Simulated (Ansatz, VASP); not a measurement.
One calculation of Pb, two programs

File POSCAR:

```
Pb
1.0
    0.0000000000      2.5075897876      2.5075897876
    2.5075897876      0.0000000000      2.5075897876
    2.5075897876      2.5075897876      0.0000000000
Pb
1
Direct
    0.0000000000      0.0000000000      0.0000000000
```

INCAR.step1

```
ALGO = Normal
EDIFF = 1E-4
ENCUT = 520
GGA = PE
GGA_COMPAT = F
ISMEAR = -1
LASPH = T
LCHARG = F
LREAL = F
LSORBIT = T
LWAVE = T
MAGMOM = 0 0 0
NBANDS = 25
NELM = 150
PREC = Accurate
SIGMA = 0.05
```

The input INCAR.step2:

```
ALGO = Normal
EDIFF = 1E-6
ENCUT = 520
GGA_COMPAT = F
ISIF = 2
ISMEAR = -1
ISTART = 1
LASPH = T
LCHARG = F
LMIXTAU = T
LORBIT = 11
LORBMOM = T
LREAL = F
LSORBIT = T
LWAVE = F
MAGMOM = 0 0 0
METAGGA = R2SCAN
NBANDS = 25
NELM = 150
PREC = Accurate
SIGMA = 0.05
```

Contents of KPOINTS:

```
k-points
0
Gamma
  9 9 9
```

The input input.yaml:

```yaml
crystal:
  lattice:
    - [0.0, 2.5075897876, 2.5075897876]
    - [2.5075897876, 0.0, 2.5075897876]
    - [2.5075897876, 2.5075897876, 0.0]
  atoms:
    - { symbol: Pb, position: [0.0, 0.0, 0.0] }
hamiltonian:
  xc: r2scan
  pseudopotentials: { kind: paw_fr }
magnetization:
  noncollinear: true
  spin_orbit: true
kpoints:
  mp_grid: { grid: [9, 9, 9] }
scf:
  occupations: { method: fermi_dirac, width: 0.05 }
output:
  forces: true
  stress: true
  eigenvalues: true
```

Alike in both runs: task single point; functional r2SCAN; k mesh 9 × 9 × 9; occupations fermi-dirac, width 0.05 eV; non-collinear spin, spin-orbit coupling.

```csv
,VASP,Ansatz
version,VASP 6.6.1,Ansatz 0.2.0
potentials or method,"VASP PAW PBE potentials, release 64 (Pb_d)",Ansatz PAW
plane-wave cutoff (eV),520,500
valence electrons in the cell,14,14
```

```tsv
	VASP	Ansatz	Ansatz less VASP
pressure (GPa)	-0.6	-0.6	-0.07
net moment per atom (μB)	0.00	0.00	0.000
```

VASP's potentials were made for PBE, not for r2SCAN.
